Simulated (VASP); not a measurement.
# MoS2 (R3m) in VASP: notebook

Aim: see how the results for MoS2 move with the level of theory and the settings. Levels: revPBE, BLYP. Tasks: single point.

Everything below comes from runs of VASP 6.6.1. Logs are shortened: lines on timing, memory, paths and dates and some standing lists are left out, and cuts for length are marked.

### 1 The cell of the first run

Symmetry: R3m, No. 160, trigonal system. Conventional cell: a = 3.203 Å, b = 3.203 Å, c = 26.317 Å, α = 90.00°, β = 90.00°, γ = 120.00°. Within 3.3 Å of Mo (site symmetry 3m) lie 6 S at 2.42 Å and 6 Mo at 3.20 Å. S (site symmetry 3m) has 3 Mo at 2.42 Å and 7 S at 3.13 to 3.20 Å within 3.3 Å. S (site symmetry 3m) has 3 Mo at 2.42 Å and 7 S at 3.13 to 3.20 Å within 3.3 Å.

### 2 Single point, revPBE

INCAR reads:

```
PREC     = Accurate       # precision mode
ENCUT    = 520            # plane-wave cutoff, eV
EDIFF    = 1E-6           # SCF threshold, eV
ISMEAR   = -1             # smearing method
SIGMA    = 0.05           # smearing width, eV
LREAL    = F              # projectors in reciprocal space
LASPH    = T              # aspherical terms in the spheres
NELM     = 80             # most SCF steps
ALGO     = Normal         # electronic algorithm
ISIF     = 2              # what is computed and relaxed
LWAVE    = F              # write WAVECAR
LCHARG   = F              # write CHGCAR
GGA      = RE             # functional
NBANDS   = 20             # bands
```

KPOINTS reads:

```
regular mesh
0
Gamma
  10 10 10
```

POSCAR reads:

```
MoS2
1.0
    1.6016670504      0.9247229027      8.7722863770
   -1.6016670504      0.9247229027      8.7722863770
    0.0000000000     -1.8494458054      8.7722863770
Mo S
1 2
Direct
    0.0001111282      0.0001111282      0.0001111282
    0.3928555276      0.3928555276      0.3928555276
    0.2740333442      0.2740333442      0.2740333442
```

Potentials or basis: VASP PAW PBE potentials, release 64 (Mo_sv, S).

Started as:

```
$ cat potpaw_PBE.64/Mo_sv/POTCAR potpaw_PBE.64/S/POTCAR > POTCAR
$ mpirun -np 1 vasp_std > vasp.out
```

OUTCAR:

```text
PREC = Accurate
   ENCUT = 520
   EDIFF = 1E-6
   ISMEAR = -1
   LREAL = F
   LASPH = T
   NELM = 80
   ISIF = 2
   GGA = RE

 ion  position               nearest neighbor table
   1  0.000  0.000  0.000-   2 2.42   2 2.42   2 2.42   3 2.42   3 2.42   3 2.42
   2  0.393  0.393  0.393-   1 2.42   1 2.42   1 2.42
   3  0.274  0.274  0.274-   1 2.42   1 2.42   1 2.42

  LATTYP: Found a trigonal (rhomboedric) cell.
 ALAT       =     8.9651245428
 COS(alpha) =     0.9361645647

  Lattice vectors:

 A1 = (   1.6016670504,   0.9247229027,   8.7722863770)
 A2 = (  -1.6016670504,   0.9247229027,   8.7722863770)
 A3 = (   0.0000000000,  -1.8494458054,   8.7722863770)

Analysis of symmetry for initial positions (statically):
=====================================================================
 Subroutine PRICEL returns:
 Original cell was already a primitive cell.

 Routine SETGRP: Setting up the symmetry group for a
 trigonal (rhombohedral) supercell.

 Subroutine GETGRP returns: Found  6 space group operations
 (whereof  6 operations were pure point group operations)
 out of a pool of 12 trial point group operations.

The static configuration has the point symmetry C_3v.

Analysis of symmetry for dynamics (positions and initial velocities):
=====================================================================
 Subroutine PRICEL returns:
 Original cell was already a primitive cell.

 Routine SETGRP: Setting up the symmetry group for a
 trigonal (rhombohedral) supercell.

 Subroutine GETGRP returns: Found  6 space group operations
 (whereof  6 operations were pure point group operations)
 out of a pool of 12 trial point group operations.

The dynamic configuration has the point symmetry C_3v.

 Subroutine INISYM returns: Found  6 space group operations
 (whereof  6 operations are pure point group operations),
 and found     1 'primitive' translations

----------------------------------------------------------------------------------------

                                     Primitive cell

  volume of cell :      77.9557

  direct lattice vectors                    reciprocal lattice vectors
[... 77 lines left out ...]
   NGX,Y,Z   is equivalent  to a cutoff of  12.98, 12.98, 12.98 a.u.
   NGXF,Y,Z  is equivalent  to a cutoff of  25.96, 25.96, 25.96 a.u.
 SYSTEM =  unknown system
   PREC   = accura    normal or accurate (medium, high low for compatibility)
   ISTART =      0    job   : 0-new  1-cont  2-samecut
   ICHARG =      2    charge: 1-file 2-atom 10-const
   ISPIN  =      1    spin polarized calculation?
   LNONCOLLINEAR =      F non collinear calculations
   LSORBIT =      F    spin-orbit coupling
   LASPH  =      T    aspherical Exc in radial PAW
   ENCUT  =  520.0 eV  38.22 Ry    6.18 a.u.  16.67 16.67 16.67*2*pi/ulx,y,z
   NELM   =     80;   NELMIN=  2; NELMDL= -5     # of ELM steps
   EDIFF  = 0.1E-05   stopping-criterion for ELM
   LREAL  =      F    real-space projection
   EDIFFG = 0.1E-04   stopping-criterion for IOM
   NSW    =      0    number of steps for IOM
   IBRION =     -1    ionic relax: 0-MD 1-quasi-New 2-CG
   NFREE  =      0    steps in history (QN), initial steepest desc. (CG)
   ISIF   =      2    stress and relaxation
   ISYM   =      2    0-nonsym 1-usesym 2-fastsym
   POTIM  = 0.5000    time-step for ionic-motion
   TEBEG  =    0.0;   TEEND  =   0.0 temperature during run
   PSTRESS=    0.0 pullay stress
   NELECT =      26.0000    total number of electrons
   NUPDOWN=      -1.0000    fix difference up-down
   EMIN   =  10.00;   EMAX   =-10.00  energy-range for DOS
   EFERMI =   0.00;   METHOD = LEGACY
   ISMEAR =    -1;   SIGMA  =   0.05  broadening in eV -4-tet -1-fermi 0-gaus
   EFERMI_NEDOS =   21; number of points for ismear=-14 and -15
   IALGO  =     38    algorithm
   IMIX   =      4    mixing-type and parameters
     AMIX     =   0.40;   BMIX     =  1.00
     AMIX_MAG =   1.60;   BMIX_MAG =  1.00
  volume/ion in A,a.u.               =      25.99       175.36
  Fermi-wavevector in a.u.,A,eV,Ry     =   1.135316  2.145436 17.537117  1.288942
  Thomas-Fermi vector in A             =   2.272020
   LORBIT       =      0    0 simple, 1 ext, 2 COOP (PROOUT), +10 PAW based schemes
   GGA     = RE    functional components
   LHFCALC =     F    Hartree Fock is set to
   AEXX    =    0.0000 exact exchange contribution
   IVDW    =     0    specifies the selected vdW correction
   LEPSILON=     F    determine dielectric tensor
   LRPA    =     F    only Hartree local field effects (RPA)
 non-spin polarized calculation
  energy-cutoff  :      520.00
  volume of cell :       77.96
 maximum number of plane-waves:      2128
 NGX is ok and might be reduce to    70
   NGX = 33   NGY = 33   NGZ = 33

 number of electron      26.0000001 magnetization

 Free energy of the ion-electron system (eV)
  ---------------------------------------------------
  ext. energy  EPLUGINS =         0.00000000
  ---------------------------------------------------
  free energy    TOTEN  =       -20.83951421 eV

  energy without entropy =      -20.83951421  energy(sigma->0) =      -20.83951421

 E-fermi :   3.7903     XC(G=0):  -8.1015

 val. band max:        3.0037574444   @ k =   0.5000   0.5000   0.5000
 cond. band min:       4.6649867732   @ k =  -0.3000   0.3000   0.0000
 fundamental gap:      1.6612293289
 Fermi energy:         3.7903400179

 k-point     1 :       0.0000    0.0000    0.0000
  band No.  band energies     occupation
      1     -57.9847      2.00000
      2     -32.1056      2.00000
      3     -31.9268      2.00000
      4     -31.9268      2.00000
      5     -11.0799      2.00000
      6      -9.8003      2.00000
[... 541 lines left out ...]
     19      10.8491      0.00000
     20      11.5724      0.00000

 [... further k-points ...]
[... 5 lines left out ...]
  --------------------------------------------------------------------------------------
  -------------------------------------------------------------------------------------
  Total       -0.0584285     -0.0584285     -0.0775080      0.0000000      0.0000000      0.0000000
  in kB       -1.2008465     -1.2008465     -1.5929762      0.0000000      0.0000000      0.0000000
  external PRESSURE =      -1.3315564 kB  Pullay stress =       0.0000000 kB

 VOLUME and BASIS-vectors are now :
 -----------------------------------------------------------------------------
  energy-cutoff  :      520.00
  volume of cell :       77.96
      direct lattice vectors                 reciprocal lattice vectors
     1.601667050  0.924722903  8.772286377     0.312174743  0.180234172  0.037998455
    -1.601667050  0.924722903  8.772286377    -0.312174743  0.180234172  0.037998455
     0.000000000 -1.849445805  8.772286377     0.000000000 -0.360468344  0.037998455

 POSITION                                       TOTAL-FORCE (eV/Angst)
 -----------------------------------------------------------------------------------
      0.00000      0.00000      0.00292         0.000000     -0.000000     -0.000173
      0.00000      0.00000     10.33872         0.000000      0.000000     -0.019574
      0.00000      0.00000      7.21170         0.000000      0.000000      0.019746
 -----------------------------------------------------------------------------------
    total drift:                               -0.000000     -0.000000     -0.000121

  FREE ENERGIE OF THE ION-ELECTRON SYSTEM (eV)
  ---------------------------------------------------
  free  energy   TOTEN  =       -20.8395142134 eV

  energy  without entropy=      -20.8395142077  energy(sigma->0) =      -20.83951421
```

Wall time 18 min (1 thread of AMD EPYC 9R45 (Zen 5), shared host); peak memory 0.72 GiB.

What came out:

```
Free energy            : -20.8395 eV
Pressure               : -0.1 GPa
Largest force          : 0.020 eV/Å
Band gap on the k mesh : 1.66 eV (least direct gap 1.88 eV)
```

Forces on the atoms (eV/Å):
```
Mo   0.000  0.000  0.000
S    0.000  0.000 -0.020
S    0.000  0.000  0.020
```

Levels at points of the mesh, in eV from the valence-band top:
```
           k point  band 9  band 10  band 11  band 12  band 13  band 14  band 15  band 16  band 17  band 18
(0.00, 0.00, 0.00)   -2.68    -1.75    -1.60    -1.60    -0.09     2.62     2.62     2.86     2.86     5.29
(0.50, 0.00, 0.00)   -4.11    -3.22    -1.93    -1.10    -0.71     2.09     2.60     3.79     4.15     6.05
(0.50, 0.50, 0.00)   -4.11    -3.22    -1.94    -1.10    -0.70     2.09     2.61     3.76     4.15     6.15
(0.50, 0.50, 0.50)   -2.68    -1.85    -1.60    -1.60     0.00     2.62     2.62     2.86     2.86     5.73
```

Caveat: the PAW data sets were made with another functional, which shifts forces and pressure a little. As with any semilocal functional, this revPBE gap is likely too small.

### 3 Single point, BLYP

This run uses another cell than the first one, of 29.41 Å³/atom.

INCAR reads:

```
SYSTEM = MoS2
  AGGAC = 1.0
  AGGAX = 1.0
  ALDAC = 0.0
  ALDAX = 1.0
  ALGO = Normal
  EDIFF = 1E-7
  ENCUT = 520
  GGA = B5
  ISIF = 2
  ISMEAR = -1
  LASPH = .TRUE.
  LCHARG = .FALSE.
  LREAL = .FALSE.
  LWAVE = .FALSE.
  NBANDS = 20
  NELM = 80
  PREC = Accurate
  SIGMA = 0.05
```

KPOINTS reads:

```
k-points
0
G
  10 10 10
  0 0 0
```

POSCAR reads:

```
MoS2
1.0
    1.6313977056      0.9418879045      9.5699103876
   -1.6313977056      0.9418879045      9.5699103876
    0.0000000000     -1.8837758090      9.5699103876
Mo S
1 2
Direct
    0.0001111633      0.0001111633      0.0001111633
    0.3879688838      0.3879688838      0.3879688838
    0.2789199529      0.2789199529      0.2789199529
```

Potentials or basis: VASP PAW PBE potentials, release 64 (Mo_sv, S).

Started as:

```
$ cat potpaw_PBE.64/Mo_sv/POTCAR potpaw_PBE.64/S/POTCAR > POTCAR
$ mpirun -np 1 vasp_std > vasp.out
```

Run time: 28 min. Hardware: 1 thread of AMD EPYC 9R45 (Zen 5), shared host; peak memory 0.99 GiB.

The run converged. Its results:

| Item | Value |
| --- | --- |
| Free energy | -19.4065 eV |
| Pressure | 0.0 GPa |
| Largest force | 0.006 eV/Å |
| Band gap on the k mesh | 1.39 eV (least direct gap 1.71 eV) |

Forces in eV/Å, atoms in the order of the input:
```
Mo   0.000  0.000  0.000
S    0.000  0.000  0.006
S    0.000  0.000 -0.006
```

Levels at points of the mesh, in eV from the valence-band top:
```csv
k point,band 10,band 11,band 12,band 13,band 14,band 15,band 16,band 17
"(0.00, 0.00, 0.00)",-1.72,-1.71,-1.71,-0.04,2.40,2.40,2.61,2.61
"(0.50, 0.00, 0.00)",-3.21,-1.87,-1.24,-0.65,1.79,2.28,3.54,3.87
"(0.50, 0.50, 0.00)",-3.21,-1.87,-1.24,-0.65,1.79,2.28,3.53,3.87
"(0.50, 0.50, 0.50)",-1.76,-1.71,-1.71,0.00,2.40,2.40,2.61,2.61
```

Caveat: the PAW data sets were made with another functional, which shifts forces and pressure a little.
